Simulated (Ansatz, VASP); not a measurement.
**Two plane-wave programs on Si**

```
CELL_PARAMETERS angstrom
-2.37137 2.37137 1.28939
2.37137 -2.37137 1.28939
2.37137 2.37137 -1.28939
ATOMIC_POSITIONS crystal
Si 0.25000 0.75000 0.50000
Si 0.50000 0.50000 0.00000
```

Change from the starting cell: strain +0.000 along x and y, -0.030 along z, atoms carried along.

Alike in both runs: task single point; functional LDA; k mesh 20 × 20 × 20; occupations gaussian, width 0.15 eV; no spin polarisation.

```csv
,VASP,Ansatz
version,VASP 6.6.1,Ansatz 0.2.0
potentials or method,"VASP PAW LDA potentials, release 64 (Si), cutoff 520 eV","scalar-relativistic, plane waves, PAW"
valence electrons in the cell,8,8
```

```csv
,VASP,Ansatz,Ansatz less VASP
gap on the k mesh at the Fermi level (eV),none,none,-
pressure (GPa),2.6,2.5,-0.10
"traceless stress, the component that is largest in VASP (GPa)",0.87,0.86,-0.007
```

LDA's correlation is that of Perdew and Zunger in VASP and of Perdew and Wang (1992) in Ansatz. A gap of «none» marks a metal or a gap that the smearing closes.
